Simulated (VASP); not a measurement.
A run of VASP 6.6.1:

Contents of INCAR:

```
PREC     = Accurate       # precision mode
ENCUT    = 520            # plane-wave cutoff, eV
EDIFF    = 1E-6           # SCF threshold, eV
ISMEAR   = 0              # smearing method
SIGMA    = 0.1            # smearing width, eV
LREAL    = False          # projectors in reciprocal space
LASPH    = True           # aspherical terms in the spheres
NELM     = 80             # most SCF steps
ALGO     = Normal         # electronic algorithm
ISIF     = 2              # what is computed and relaxed
LWAVE    = False          # write WAVECAR
LCHARG   = False          # write CHGCAR
GGA      = PE             # functional
IVDW     = 12             # dispersion correction
NBANDS   = 74             # bands
```

KPOINTS

```
Automatic mesh
0
Gamma
  2 2 1
```

Contents of POSCAR:

```
Sr12Si
1.0
    8.5984180000      0.0000000000      0.0000000000
    4.2992090000      7.4464490000      0.0000000000
    0.0000000000      0.0000000000     18.0205790000
Sr Si
12 1
Direct
    0.1666667136      0.1666666890      0.0554921127
    0.6666667136      0.1666666890      0.0554921127
    0.1666666219      0.6666667562      0.0554921127
    0.6666666219      0.6666667562      0.0554921127
   -0.1558401787      0.3427965464      0.2340821568
    0.3400956275      0.3298650135      0.2533309279
   -0.1696950973      0.8396578020      0.2535959028
    0.3340791900      0.8338609450      0.2494507529
    0.0149666853      0.0800224375      0.4233940541
    0.5049119926      0.0020133086      0.4531881578
    0.0986004349      0.5992500587      0.4576615990
    0.5806900623      0.5146737727      0.4218666337
    0.3043915279      0.8013712308      0.5071060702
```

Potentials or basis: VASP PAW PBE potentials, release 64 (Sr_sv, Si).

Launch:

```sh
$ cat potpaw_PBE.64/Sr_sv/POTCAR potpaw_PBE.64/Si/POTCAR > POTCAR
$ mpirun -np 1 vasp_std > vasp.out
```

Hardware: 1 thread of Intel(R) Xeon(R) Platinum 8488C (Sapphire Rapids) (shared host).

How long does it take, and how much memory?

It took 16 min on 1 thread of Intel(R) Xeon(R) Platinum 8488C (Sapphire Rapids), on a shared host, peak memory 1.1 GiB. Counts: scf iterations 23, k points 4.
